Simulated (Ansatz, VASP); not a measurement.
One calculation of Ni, two programs

The input INCAR:

```
SYSTEM = Ni
ALGO = Normal
EDIFF = 1E-7
ENCUT = 520
GGA = RE
ISIF = 2
ISMEAR = -1
LASPH = .TRUE.
LCHARG = .TRUE.
LELF = .TRUE.
LREAL = .FALSE.
LVHAR = .TRUE.
LWAVE = .FALSE.
NBANDS = 28
NELM = 80
PREC = Accurate
SIGMA = 0.1
```

KPOINTS

```
k-points
0
G
  16 16 5
  0 0 0
```

File POSCAR:

```
Ni
1.0
    2.5010789722      0.0000000000      0.0000000000
   -1.2505394861      2.1659979268      0.0000000000
    0.0000000000      0.0000000000      8.1945720621
Ni
4
Direct
    0.0000000000      0.0000000000      0.0000000000
    0.0000000000      0.0000000000      0.5000000000
    0.3333333333      0.6666666667      0.2500000000
    0.6666666667      0.3333333333      0.7500000000
```

Input for Ansatz:

```yaml
crystal:
  lattice:
    - [2.5010789722, 0.0, 0.0]
    - [-1.2505394861, 2.1659979268, 0.0]
    - [0.0, 0.0, 8.1945720621]
  atoms:
    - { symbol: Ni, position: [0.0, 0.0, 0.0] }
    - { symbol: Ni, position: [0.0, 0.0, 0.5] }
    - { symbol: Ni, position: [0.3333333333, 0.6666666667, 0.25] }
    - { symbol: Ni, position: [0.6666666667, 0.3333333333, 0.75] }
hamiltonian:
  xc: revpbe
  pseudopotentials:
    kind: paw
    azcp:
      Ni: "pseudopotentials/Ni.paw.azcp"
basis:
  ecutwfc: 420
  fft_grid_basis: typed
kpoints:
  mp_grid: { grid: [16, 16, 5], shift: [0, 0, 0] }
magnetization:
  spin_polarized: false
scf:
  occupations: { method: fermi_dirac, width: 0.1 }
  lower_state_search: "off"
output:
  stress: true
```

Alike in both runs: task single point; functional revPBE; k mesh 16 × 16 × 5; occupations fermi-dirac, width 0.1 eV; no spin polarisation.

|  | VASP | Ansatz |
| --- | --- | --- |
| version | VASP 6.6.1 | Ansatz 0.2.0 |
| potentials or method | VASP PAW PBE potentials, release 64 (Ni), cutoff 520 eV | plane waves (420 eV) with PAW, scalar-relativistic |
| valence electrons in the cell | 40 | 72 |

|  | VASP | Ansatz | Ansatz less VASP |
| --- | --- | --- | --- |
| pressure (GPa) | 0.2 | 0.0 | -0.20 |

VASP's potentials were made for PBE, not for revPBE. The functional is the same, so the differences come from potentials, cutoffs and numerics. VASP's potentials hold 40 valence electrons a cell and Ansatz's 72, so a difference there can come from the potentials and not from the codes.
